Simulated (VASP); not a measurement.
# TiO2 in VASP: notebook, part 2 of 2

VASP 6.6.1. Earlier steps stand in the parts before.

## (4) Single point, PBE+U (atoms shifted along a free coordinate)

Contents of INCAR:

```
ALGO = Normal
EDIFF = 1E-6
ENCUT = 520
GGA = PE
ISIF = 2
ISMEAR = 0
LASPH = T
LCHARG = T
LDAU = T
LDAUJ = 0 0
LDAUL = 2 -1
LDAUPRINT = 1
LDAUTYPE = 2
LDAUU = 4 0
LELF = T
LMAXMIX = 4
LREAL = F
LVHAR = T
LWAVE = F
NBANDS = 33
NELM = 150
PREC = Accurate
SIGMA = 0.05
```

Contents of KPOINTS:

```
k-points
0
Gamma
  6 6 6
```

Contents of POSCAR:

```
TiO2
1.0
    2.6701204572     -2.6701946565     -0.0199245427
    2.6701204572      2.6701946565     -0.0199245427
   -2.6338973555      0.0000000000      4.8568563500
Ti O
2 4
Direct
    0.1250069486      0.8749930514      0.2500000000
    0.8749930514      0.1250069486      0.7500000000
    0.3302226688      0.0802459441      0.6604550595
    0.6697773312      0.9197540559      0.3395449405
    0.9197540559      0.6697773312      0.8395449405
    0.0802459441      0.3302226688      0.1604550595
```

Command:

```
$ cat potpaw_PBE.64/Ti_sv/POTCAR potpaw_PBE.64/O/POTCAR > POTCAR
$ mpirun -np 1 vasp_std > vasp.out
```

Wall time 65 s (1 thread of Intel Xeon 6975P-C (Granite Rapids), shared host); peak memory 0.25 GiB.

It converged, with:

```
Free energy            : -48.3859 eV
Pressure               : 11.7 GPa
Largest force          : 0.345 eV/Å
Band gap on the k mesh : 2.82 eV (least direct gap 3.06 eV)
```

Forces in eV/Å, atoms in the order of the input:
```
Ti   0.000  0.000  0.000
Ti   0.000  0.000  0.000
O    0.003  0.000  0.345
O   -0.003  0.000 -0.345
O   -0.003  0.000 -0.345
O    0.003  0.000  0.345
```

Stress tensor (GPa, compression positive):
```
11.86  0.00 -0.01
 0.00 11.86  0.00
-0.01  0.00 11.32
```

Levels at points of the mesh, in eV from the valence-band top:
```
           k point  band 21  band 22  band 23  band 24  band 25  band 26  band 27  band 28
(0.00, 0.00, 0.00)    -0.68    -0.68    -0.35    -0.35     2.82     3.54     4.65     4.65
(0.50, 0.00, 0.00)    -1.74    -0.82    -0.77    -0.61     3.89     4.08     4.20     4.22
(0.50, 0.50, 0.00)    -1.89    -1.89     0.00     0.00     3.90     3.90     4.34     4.34
(0.00, 0.00, 0.50)    -1.16    -1.16    -0.02    -0.02     3.17     3.17     4.46     4.46
(0.50, 0.00, 0.50)    -1.74    -0.82    -0.77    -0.61     3.89     4.08     4.20     4.22
(0.50, 0.50, 0.50)    -1.89    -1.89     0.00     0.00     3.90     3.90     4.34     4.34
```

Eigenvalues of the final occupation matrices:
```tsv
site	spin	trace	eigenvalues
site 1 d	1	0.81	0.10 0.10 0.11 0.25 0.25
site 1 d	2	0.81	0.10 0.10 0.11 0.25 0.25
site 2 d	1	0.81	0.10 0.10 0.11 0.25 0.25
site 2 d	2	0.81	0.10 0.10 0.11 0.25 0.25
```

Caveat: the cell differs from its parent crystal (atoms shifted along a free coordinate); the cell stands under pressure.

## (5) Single point, PBE+U (atoms shifted along a free coordinate)

Contents of INCAR:

```
SYSTEM = TiO2
PREC     = Accurate       ! precision mode
ENCUT    = 520            ! plane-wave cutoff, eV
EDIFF    = 1E-6           ! SCF threshold, eV
ISMEAR   = 0              ! smearing method
SIGMA    = 0.05           ! smearing width, eV
LREAL    = .FALSE.        ! projectors in reciprocal space
LASPH    = .TRUE.         ! aspherical terms in the spheres
NELM     = 150            ! most SCF steps
ALGO     = Normal         ! electronic algorithm
ISIF     = 2              ! what is computed and relaxed
LWAVE    = .FALSE.        ! write WAVECAR
LCHARG   = .TRUE.         ! write CHGCAR
LMAXMIX  = 4              ! l up to which the mixer works
LDAU     = .TRUE.         ! DFT+U
LDAUTYPE = 2            
LDAUL    = 2 -1           ! shell
LDAUU    = 4 0            ! U, eV
LDAUJ    = 0 0          
LDAUPRINT= 1            
GGA      = PE             ! functional
LELF     = .TRUE.         ! ELF
LVHAR    = .TRUE.       
NBANDS   = 33             ! bands
```

Contents of KPOINTS:

```
Automatic mesh
0
G
  6 6 6
  0 0 0
```

Contents of POSCAR:

```
TiO2
1.0
    2.6553285366     -2.6554023247     -0.0198141649
    2.6553285366      2.6554023247     -0.0198141649
   -2.6193061034      0.0000000000      4.8299503602
Ti O
2 4
Direct
    0.1250069486      0.8749930514      0.2500000000
    0.8749930514      0.1250069486      0.7500000000
    0.3455605588      0.0955838341      0.6911308395
    0.6544394412      0.9044161659      0.3088691605
    0.9044161659      0.6544394412      0.8088691605
    0.0955838341      0.3455605588      0.1911308395
```

Command:

```
$ cat potpaw_PBE.64/Ti_sv/POTCAR potpaw_PBE.64/O/POTCAR > POTCAR
$ mpirun -np 1 vasp_std > vasp.out
```

Run time: 1.7 min. Hardware: 1 thread of AMD EPYC 9R45 (Zen 5), shared host; peak memory 0.22 GiB.

Results (log left out):

```yaml
Free_energy: -47.9310 eV
Pressure: 10.9 GPa
Largest_force: 1.408 eV/Å
Band_gap_on_the_k_mesh: 2.24 eV (least direct gap 2.95 eV)
```

Forces on the atoms (eV/Å):
```
Ti   0.000  0.000  0.000
Ti   0.000  0.000  0.000
O   -0.011  0.000 -1.408
O    0.011  0.000  1.408
O    0.011  0.000  1.408
O   -0.011  0.000 -1.408
```

Stress tensor (GPa, compression positive):
```
19.41  0.00 -0.19
 0.00 19.41  0.00
-0.19  0.00 -6.18
```

Levels at points of the mesh, in eV from the valence-band top:
| k point | band 21 | band 22 | band 23 | band 24 | band 25 | band 26 | band 27 | band 28 |
| --- | --- | --- | --- | --- | --- | --- | --- | --- |
| (0.00, 0.00, 0.00) | -1.01 | -1.01 | -0.80 | -0.80 | 2.24 | 2.95 | 3.45 | 3.45 |
| (0.50, 0.00, 0.00) | -2.18 | -1.47 | -1.35 | -1.04 | 3.16 | 3.40 | 3.67 | 3.94 |
| (0.50, 0.50, 0.00) | -2.73 | -2.73 | 0.00 | 0.00 | 3.67 | 3.67 | 4.08 | 4.08 |
| (0.00, 0.00, 0.50) | -1.71 | -1.71 | -0.51 | -0.51 | 2.58 | 2.58 | 3.38 | 3.38 |
| (0.50, 0.00, 0.50) | -2.18 | -1.47 | -1.35 | -1.04 | 3.16 | 3.40 | 3.67 | 3.94 |
| (0.50, 0.50, 0.50) | -2.73 | -2.73 | 0.00 | 0.00 | 3.67 | 3.67 | 4.08 | 4.08 |

Eigenvalues of the final occupation matrices:
| site | spin | trace | eigenvalues |
| --- | --- | --- | --- |
| site 1 d | 1 | 0.82 | 0.10 0.10 0.12 0.22 0.28 |
| site 1 d | 2 | 0.82 | 0.10 0.10 0.12 0.22 0.28 |
| site 2 d | 1 | 0.82 | 0.10 0.10 0.12 0.22 0.28 |
| site 2 d | 2 | 0.82 | 0.10 0.10 0.12 0.22 0.28 |

Caveat: the cell differs from its parent crystal (atoms shifted along a free coordinate); the cell stands under pressure; forces of over 1 eV/Å act on the atoms, so gaps and moduli don't describe the material at rest. A k mesh can miss the band edges.

## (6) Single point, PBE+U (atoms shifted along a free coordinate)

Contents of INCAR:

```
SYSTEM = TiO2
PREC = Accurate
ENCUT = 520
EDIFF = 1E-6
ISMEAR = 0
SIGMA = 0.05
LREAL = .False.
LASPH = .True.
NELM = 150
ALGO = Normal
ISIF = 2
LWAVE = .False.
LCHARG = .True.
LMAXMIX = 4
LDAU = .True.
LDAUTYPE = 2
LDAUL = 2 -1
LDAUU = 4 0
LDAUJ = 0 0
LDAUPRINT = 1
GGA = PE
LELF = .True.
LVHAR = .True.
NBANDS = 33
```

Contents of KPOINTS:

```
Automatic mesh
0
Gamma
  6 6 6
  0 0 0
```

Contents of POSCAR:

```
TiO2
1.0
    2.6553285366     -2.6554023247     -0.0198141649
    2.6553285366      2.6554023247     -0.0198141649
   -2.6193061034      0.0000000000      4.8299503602
Ti O
2 4
Direct
    0.1250069486      0.8749930514      0.2500000000
    0.8749930514      0.1250069486      0.7500000000
    0.3148847788      0.0649080541      0.6297792795
    0.6851152212      0.9350919459      0.3702207205
    0.9350919459      0.6851152212      0.8702207205
    0.0649080541      0.3148847788      0.1297792795
```

Potentials or basis: VASP PAW PBE potentials, release 64 (Ti_sv, O).

Command:

```
$ cat potpaw_PBE.64/Ti_sv/POTCAR potpaw_PBE.64/O/POTCAR > POTCAR
$ mpirun -np 1 vasp_std > vasp.out
```

It took 99 s on 1 thread of AMD EPYC 9R45 (Zen 5), shared host; peak memory 0.22 GiB.

The run converged. Its results:

```yaml
Free_energy: -47.0129 eV
Pressure: 30.3 GPa
Largest_force: 4.286 eV/Å
Band_gap_on_the_k_mesh: 2.87 eV (least direct gap 3.11 eV)
```

Forces in eV/Å, atoms in the order of the input:
```
Ti   0.000  0.000  0.000
Ti   0.000  0.000  0.000
O    0.032  0.000  4.286
O   -0.032  0.000 -4.286
O   -0.032  0.000 -4.286
O    0.032  0.000  4.286
```

Stress tensor (GPa, compression positive):
```
16.02  0.00  0.32
 0.00 16.02  0.00
 0.32  0.00 58.75
```

Levels at points of the mesh, in eV from the valence-band top:
| k point | band 22 | band 23 | band 24 | band 25 | band 26 | band 27 |
| --- | --- | --- | --- | --- | --- | --- |
| (0.00, 0.00, 0.00) | -0.60 | -0.42 | -0.42 | 2.87 | 3.67 | 5.06 |
| (0.50, 0.00, 0.00) | -1.05 | -0.89 | -0.39 | 3.69 | 4.08 | 4.19 |
| (0.50, 0.50, 0.00) | -1.83 | -0.69 | -0.69 | 3.77 | 3.77 | 4.26 |
| (0.00, 0.00, 0.50) | -1.08 | 0.00 | 0.00 | 3.25 | 3.25 | 4.55 |
| (0.50, 0.00, 0.50) | -1.05 | -0.89 | -0.39 | 3.69 | 4.08 | 4.19 |
| (0.50, 0.50, 0.50) | -1.83 | -0.69 | -0.69 | 3.77 | 3.77 | 4.26 |

Eigenvalues of the final occupation matrices:
```tsv
site	spin	trace	eigenvalues
site 1 d	1	0.86	0.08 0.12 0.12 0.23 0.31
site 1 d	2	0.86	0.08 0.12 0.12 0.23 0.31
site 2 d	1	0.86	0.08 0.12 0.12 0.23 0.31
site 2 d	2	0.86	0.08 0.12 0.12 0.23 0.31
```

Caveat: the cell differs from its parent crystal (atoms shifted along a free coordinate); the cell stands under pressure; forces of over 1 eV/Å act on the atoms, so gaps and moduli don't describe the material at rest. A k mesh can miss the band edges.

## (7) The runs side by side

| cell | gap on the mesh (eV) | pressure (GPa) | largest force (eV/Å) |
| --- | --- | --- | --- |
| a = 3.776, b = 3.776, c = 5.525 Å, angles 110.0, 110.0, 90.0°, 6 atoms, atomic positions A | 2.86 | 21.7 | 3.08 |
| a = 3.776, b = 3.776, c = 5.525 Å, angles 110.0, 110.0, 90.0°, 6 atoms, atomic positions B | 2.87 | 15.8 | 1.53 |
| a = 3.776, b = 3.776, c = 5.525 Å, angles 110.0, 110.0, 90.0°, 6 atoms, atomic positions C | 2.82 | 11.7 | 0.34 |
| a = 3.755, b = 3.755, c = 5.494 Å, angles 110.0, 110.0, 90.0°, 6 atoms, atomic positions D | 2.24 | 10.9 | 1.41 |
| a = 3.755, b = 3.755, c = 5.494 Å, angles 110.0, 110.0, 90.0°, 6 atoms, atomic positions E | 2.87 | 30.3 | 4.29 |

Alike in all rows: task single point; level PBE+U; potentials or basis VASP PAW PBE potentials, release 64 (Ti_sv, O); no spin polarisation; Ti d U = 4.0 eV; k mesh 6 × 6 × 6; cutoff (eV) 520; smearing gaussian 0.05 eV.

Caveats: the cell stands under pressure; forces of over 1 eV/Å act on the atoms, so gaps and moduli don't describe the material at rest (at least some runs).

Absolute energies hang on the potentials; compare differences alone.
